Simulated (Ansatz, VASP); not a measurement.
Two plane-wave programs on AlN

The input INCAR:

```
SYSTEM = AlN
ALGO = Normal
EDIFF = 1E-6
ENCUT = 520
GGA = PS
ISIF = 2
ISMEAR = 0
LASPH = .TRUE.
LCHARG = .FALSE.
LREAL = .FALSE.
LWAVE = .FALSE.
NBANDS = 16
NELM = 60
PREC = Accurate
SIGMA = 0.05
```

File KPOINTS:

```
k-points
0
G
  12 12 6
  0 0 0
```

File POSCAR:

```
AlN
1.0
    3.3574928291      0.0000000000      0.0000000000
   -1.6787464145      2.9076740830      0.0000000000
    0.0000000000      0.0000000000      4.0751366456
Al N
2 2
Direct
    0.3333333333      0.6666666667      0.7500000000
    0.6666666667      0.3333333333      0.2500000000
    0.3333333333      0.6666666667      0.2500000000
    0.6666666667      0.3333333333      0.7500000000
```

Input for Ansatz:

```yaml
crystal:
  lattice:
    - [3.3574928291, 0.0, 0.0]
    - [-1.6787464145, 2.907674083, 0.0]
    - [0.0, 0.0, 4.0751366456]
  atoms:
    - { symbol: Al, position: [0.3333333333, 0.6666666667, 0.75] }
    - { symbol: Al, position: [0.6666666667, 0.3333333333, 0.25] }
    - { symbol: "N", position: [0.3333333333, 0.6666666667, 0.25] }
    - { symbol: "N", position: [0.6666666667, 0.3333333333, 0.75] }
basis:
  ecutwfc: 420
kpoints:
  mp_grid: { grid: [12, 12, 6] }
hamiltonian:
  xc: pbesol
scf:
  occupations: { method: gaussian, width: 0.05 }
output:
  forces: true
  stress: true
  eigenvalues: true
```

Alike in both runs: task single point; functional PBEsol; k mesh 12 × 12 × 6; occupations gaussian, width 0.05 eV; no spin polarisation.

```csv
,VASP,Ansatz
version,VASP 6.6.1,Ansatz 0.2.0
potentials or method,"VASP PAW PBE potentials, release 64 (Al, N), cutoff 520 eV","scalar-relativistic, plane waves, PAW"
valence electrons in the cell,16,16
```

VASP gave:

```
gap on the k mesh at the Fermi level (eV)                     : 3.30
least direct gap on the mesh (eV)                             : 3.30
pressure (GPa)                                                : -4.1
traceless stress, the component that is largest in VASP (GPa) : 4.58
```

Q: Estimate Ansatz's values.

A: gap on the k mesh at the Fermi level (eV): 3.29; least direct gap on the mesh (eV): 3.29; pressure (GPa): -4.0; traceless stress, the component that is largest in VASP (GPa): 4.56.

VASP's potentials were made for PBE, not for PBEsol. With one functional, cell and mesh, what is left measures potentials, basis and numerics.
